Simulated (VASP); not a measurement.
# Pd (Im-3m) in VASP: further runs, part 2 of 2

VASP 6.6.1.

**5. Single point, r2SCAN**

POSCAR

```
Pd
1.0
   -1.5269696385      1.5269696385      1.5269696385
    1.5269696385     -1.5269696385      1.5269696385
    1.5269696385      1.5269696385     -1.5269696385
Pd
1
Direct
    0.0000000000      0.0000000000      0.0000000000
```

INCAR.step1

```
PREC = Accurate
ENCUT = 590
ISMEAR = -1
SIGMA = 0.05
LREAL = False
LASPH = True
NELM = 120
NBANDS = 15
GGA = PE
ALGO = Normal
EDIFF = 1E-5
LWAVE = True
LCHARG = False
GGA_COMPAT = False
```

INCAR.step2

```
PREC = Accurate
ENCUT = 590
EDIFF = 1E-6
ISMEAR = -1
SIGMA = 0.05
LREAL = False
LASPH = True
NELM = 120
ALGO = Normal
ISIF = 2
LWAVE = False
LCHARG = False
METAGGA = R2SCAN
LMIXTAU = True
NBANDS = 15
ISTART = 1
GGA_COMPAT = False
```

KPOINTS

```
Automatic mesh
0
Gamma
  12 12 12
```

Potentials or basis: VASP PAW PBE potentials, release 64 (Pd_sv_GW).

Started as:

```bash
cat potpaw_PBE.64/Pd_sv_GW/POTCAR > POTCAR
cp INCAR.step1 INCAR
mpirun -np 1 vasp_std > vasp.out
cp INCAR.step2 INCAR
mpirun -np 1 vasp_std > vasp.out
```

OUTCAR:

```text
PREC = Accurate
   ENCUT = 590
   EDIFF = 1E-6
   ISMEAR = -1
   LREAL = False
   LASPH = True
   NELM = 120
   ISIF = 2
   METAGGA = R2SCAN
   ISTART = 1

 ion  position               nearest neighbor table
   1  0.000  0.000  0.000-

  LATTYP: Found a body centered cubic cell.
 ALAT       =     3.0539392770

  Lattice vectors:

 A1 = (  -1.5269696385,   1.5269696385,   1.5269696385)
 A2 = (   1.5269696385,  -1.5269696385,   1.5269696385)
 A3 = (   1.5269696385,   1.5269696385,  -1.5269696385)

Analysis of symmetry for initial positions (statically):
=====================================================================
 Subroutine PRICEL returns:
 Original cell was already a primitive cell.

 Routine SETGRP: Setting up the symmetry group for a
 body centered cubic supercell.

 Subroutine GETGRP returns: Found 48 space group operations
 (whereof 48 operations were pure point group operations)
 out of a pool of 48 trial point group operations.

The static configuration has the point symmetry O_h .

Analysis of symmetry for dynamics (positions and initial velocities):
=====================================================================
 Subroutine PRICEL returns:
 Original cell was already a primitive cell.

 Routine SETGRP: Setting up the symmetry group for a
 body centered cubic supercell.

 Subroutine GETGRP returns: Found 48 space group operations
 (whereof 48 operations were pure point group operations)
 out of a pool of 48 trial point group operations.

The dynamic configuration has the point symmetry O_h .

 Subroutine INISYM returns: Found 48 space group operations
 (whereof 48 operations are pure point group operations),
 and found     1 'primitive' translations

----------------------------------------------------------------------------------------

                                     Primitive cell

  volume of cell :      14.2414

  direct lattice vectors                    reciprocal lattice vectors
    -1.526969639  1.526969639  1.526969639     0.000000000  0.327445934  0.327445934
     1.526969639 -1.526969639  1.526969639     0.327445934  0.000000000  0.327445934
     1.526969639  1.526969639 -1.526969639     0.327445934  0.327445934  0.000000000

  length of vectors
     2.644788995  2.644788995  2.644788995     0.463078481  0.463078481  0.463078481

  position of ions in fractional coordinates (direct lattice)
     0.000000000  0.000000000  0.000000000

  ion indices of the primitive-cell ions
   primitive index   ion index
                 1           1

----------------------------------------------------------------------------------------

 KPOINTS: Automatic mesh

Automatic generation of k-mesh.
 Grid dimensions read from file:
 generate k-points for:   12   12   12

 Generating k-lattice:

  Cartesian coordinates                     Fractional coordinates (reciprocal lattice)
     0.000000000  0.027287161  0.027287161     0.083333333  0.000000000  0.000000000
     0.027287161  0.000000000  0.027287161     0.000000000  0.083333333  0.000000000
     0.027287161  0.027287161  0.000000000     0.000000000  0.000000000  0.083333333

  Length of vectors
     0.038589873  0.038589873  0.038589873

  Shift w.r.t. Gamma in fractional coordinates (k-lattice)
     0.000000000  0.000000000  0.000000000

 Subroutine IBZKPT returns following result:
 ===========================================

 Found     72 irreducible k-points:

 Following reciprocal coordinates:
            Coordinates               Weight
  0.000000  0.000000  0.000000      1.000000
  0.083333  0.000000  0.000000     12.000000
  0.166667  0.000000  0.000000     12.000000
  0.250000  0.000000  0.000000     12.000000
  0.333333  0.000000  0.000000     12.000000
  0.416667  0.000000  0.000000     12.000000
[... 16 lines left out ...]
  0.333333  0.083333  0.083333     24.000000
  0.416667  0.083333  0.083333     12.000000
 [... further k-points ...]
   k-points           NKPTS =     72   k-points in BZ     NKDIM =     72   number of bands    NBANDS=     15
   number of dos      NEDOS =    301   number of ions     NIONS =      1
   total plane-waves  NPLWV =  13824
   dimension x,y,z NGX =    24 NGY =   24 NGZ =   24
   dimension x,y,z NGXF=    48 NGYF=   48 NGZF=   48
   ions per type =               1
   NGX,Y,Z   is equivalent  to a cutoff of  15.09, 15.09, 15.09 a.u.
   NGXF,Y,Z  is equivalent  to a cutoff of  30.17, 30.17, 30.17 a.u.
 SYSTEM =  unknown system
   PREC   = accura    normal or accurate (medium, high low for compatibility)
   ISTART =      1    job   : 0-new  1-cont  2-samecut
   ICHARG =      0    charge: 1-file 2-atom 10-const
   ISPIN  =      1    spin polarized calculation?
   LNONCOLLINEAR =      F non collinear calculations
   LSORBIT =      F    spin-orbit coupling
   LASPH  =      T    aspherical Exc in radial PAW
   ENCUT  =  590.0 eV  43.36 Ry    6.59 a.u.   5.24  5.24  5.24*2*pi/ulx,y,z
   NELM   =    120;   NELMIN=  2; NELMDL=  0     # of ELM steps
   EDIFF  = 0.1E-05   stopping-criterion for ELM
   LREAL  =      F    real-space projection
   EDIFFG = 0.1E-04   stopping-criterion for IOM
   NSW    =      0    number of steps for IOM
   IBRION =     -1    ionic relax: 0-MD 1-quasi-New 2-CG
   NFREE  =      0    steps in history (QN), initial steepest desc. (CG)
   ISIF   =      2    stress and relaxation
   ISYM   =      2    0-nonsym 1-usesym 2-fastsym
   POTIM  = 0.5000    time-step for ionic-motion
   TEBEG  =    0.0;   TEEND  =   0.0 temperature during run
   PSTRESS=    0.0 pullay stress
   NELECT =      18.0000    total number of electrons
   NUPDOWN=      -1.0000    fix difference up-down
   EMIN   =  10.00;   EMAX   =-10.00  energy-range for DOS
   EFERMI =   0.00;   METHOD = LEGACY
   ISMEAR =    -1;   SIGMA  =   0.05  broadening in eV -4-tet -1-fermi 0-gaus
   EFERMI_NEDOS =   21; number of points for ismear=-14 and -15
   IALGO  =     38    algorithm
   IMIX   =      4    mixing-type and parameters
     AMIX     =   0.40;   BMIX     =  1.00
     AMIX_MAG =   1.60;   BMIX_MAG =  1.00
  volume/ion in A,a.u.               =      14.24        96.11
  Fermi-wavevector in a.u.,A,eV,Ry     =   1.770035  3.344882 42.627394  3.133025
  Thomas-Fermi vector in A             =   2.836905
   LORBIT       =      0    0 simple, 1 ext, 2 COOP (PROOUT), +10 PAW based schemes
   METAGGA = R2SCAN    functional components
   LHFCALC =     F    Hartree Fock is set to
   AEXX    =    0.0000 exact exchange contribution
   IVDW    =     0    specifies the selected vdW correction
   LEPSILON=     F    determine dielectric tensor
   LRPA    =     F    only Hartree local field effects (RPA)
 non-spin polarized calculation
  energy-cutoff  :      590.00
  volume of cell :       14.24
 maximum number of plane-waves:       476
 NGX is ok and might be reduce to    24
   NGX = 11   NGY = 11   NGZ = 11

 number of electron      17.9999999 magnetization

 Free energy of the ion-electron system (eV)
  ---------------------------------------------------
  ext. energy  EPLUGINS =         0.00000000
  ---------------------------------------------------
  free energy    TOTEN  =       -21.41454702 eV

  energy without entropy =      -21.40594622  energy(sigma->0) =      -21.41024662

 E-fermi :   8.8037     XC(G=0): -14.6812

 val. band max:        8.7884012443   @ k =  -0.4167   0.4167   0.4167
 cond. band min:       8.8906122071   @ k =  -0.4167   0.4167   0.2500
 fundamental gap:      0.1022109628
 Fermi energy:         8.8037137173

 k-point     1 :       0.0000    0.0000    0.0000
  band No.  band energies     occupation
      1     -77.7177      2.00000
      2     -42.3483      2.00000
      3     -42.3483      2.00000
      4     -42.3483      2.00000
      5       1.4239      2.00000
      6       5.5940      2.00000
      7       5.5940      2.00000
      8       5.5940      2.00000
      9       7.7029      2.00000
     10       7.7029      2.00000
     11      28.9382      0.00000
     12      28.9382      0.00000
     13      28.9382      0.00000
     14      38.4701      0.00000
     15      38.4701      0.00000
[... 397 lines left out ...]
 k-point    24 :       0.4167    0.0833    0.0833
  band No.  band energies     occupation
      1     -77.6412      2.00000
      2     -42.8158      2.00000
      3     -42.5403      2.00000
      4     -42.3799      2.00000
      5       3.5140      2.00000
      6       4.2999      2.00000
      7       7.6775      2.00000
      8       7.7375      2.00000
      9       7.9781      2.00000
     10      12.7908      0.00000
     11      17.4864      0.00000
     12      24.1783      0.00000
     13      25.4928      0.00000
     14      34.7845      0.00000
     15      37.0070      0.00000

 [... further k-points ...]
[... 5 lines left out ...]
  --------------------------------------------------------------------------------------
  -------------------------------------------------------------------------------------
  Total        0.8795660      0.8795660      0.8795660      0.0000000      0.0000000      0.0000000
  in kB       98.9527430     98.9527430     98.9527430      0.0000000      0.0000000      0.0000000
  external PRESSURE =      98.9527430 kB  Pullay stress =       0.0000000 kB

 VOLUME and BASIS-vectors are now :
 -----------------------------------------------------------------------------
  energy-cutoff  :      590.00
  volume of cell :       14.24
      direct lattice vectors                 reciprocal lattice vectors
    -1.526969639  1.526969639  1.526969639     0.000000000  0.327445934  0.327445934
     1.526969639 -1.526969639  1.526969639     0.327445934  0.000000000  0.327445934
     1.526969639  1.526969639 -1.526969639     0.327445934  0.327445934  0.000000000

 POSITION                                       TOTAL-FORCE (eV/Angst)
 -----------------------------------------------------------------------------------
      0.00000      0.00000      0.00000         0.000000     -0.000000      0.000000
 -----------------------------------------------------------------------------------
    total drift:                               -0.000000      0.000000     -0.000000

  FREE ENERGIE OF THE ION-ELECTRON SYSTEM (eV)
  ---------------------------------------------------
  free  energy   TOTEN  =       -21.4145470198 eV

  energy  without entropy=      -21.4059462186  energy(sigma->0) =      -21.41024662
```

OUTCAR.step1:

```text
PREC = Accurate
   ENCUT = 590
   ISMEAR = -1
   LREAL = False
   LASPH = True
   NELM = 120
[... 647 lines left out ...]
 POSITION                                       TOTAL-FORCE (eV/Angst)
 -----------------------------------------------------------------------------------
      0.00000      0.00000      0.00000         0.000000      0.000000      0.000000
 -----------------------------------------------------------------------------------
    total drift:                               -0.000000      0.000000      0.000000

  FREE ENERGIE OF THE ION-ELECTRON SYSTEM (eV)
  ---------------------------------------------------
  free  energy   TOTEN  =        -3.6711470170 eV

  energy  without entropy=       -3.6623471975  energy(sigma->0) =       -3.66674711
```

Run time: 59 s. Hardware: 1 thread of Intel Xeon Platinum 8488C (Sapphire Rapids), shared host; peak memory 0.16 GiB.

Results:

| Property | Result |
| --- | --- |
| Free energy | -21.4145 eV |
| Pressure | 9.9 GPa |
| Band gap on the k mesh | zero (band 9 reaches 9.49 eV, above the bottom of band 10 at 7.58 eV) |

Caveat: the PAW data sets were made with another functional, which shifts forces and pressure a little.

**6. The runs side by side**

```tsv
task	level	potentials or basis	cell	k mesh	cutoff (eV)	second run	gap on the mesh (eV)	pressure (GPa)
single point	LDA	VASP PAW LDA potentials, release 64 (Pd)	a = 2.645 Å, angles 109.5°, 1 atom	9 × 9 × 9	520	-	none	0.2
single point	r2SCAN	VASP PAW PBE potentials, release 64 (Pd)	a = 2.645 Å, angles 109.5°, 1 atom	12 × 12 × 12	520	-	none	12.1
relaxation of cell and atoms	LDA	VASP PAW LDA potentials, release 64 (Pd)	relaxed from a = 2.723 Å, angles 109.5°, 1 atom	9 × 9 × 9	600	-	none	0.0
single point	r2SCAN	VASP PAW PBE potentials, release 64 (Pd_sv_GW)	a = 2.645 Å, angles 109.5°, 1 atom	12 × 12 × 12	590	valence_matched	none	9.9
```

Alike in all rows: no spin polarisation; smearing fermi-dirac 0.05 eV.

Caveats: the PAW data sets were made with another functional, which shifts forces and pressure a little (some runs).

Total energies depend on the potentials used, so only differences within one code and one set of settings carry meaning.
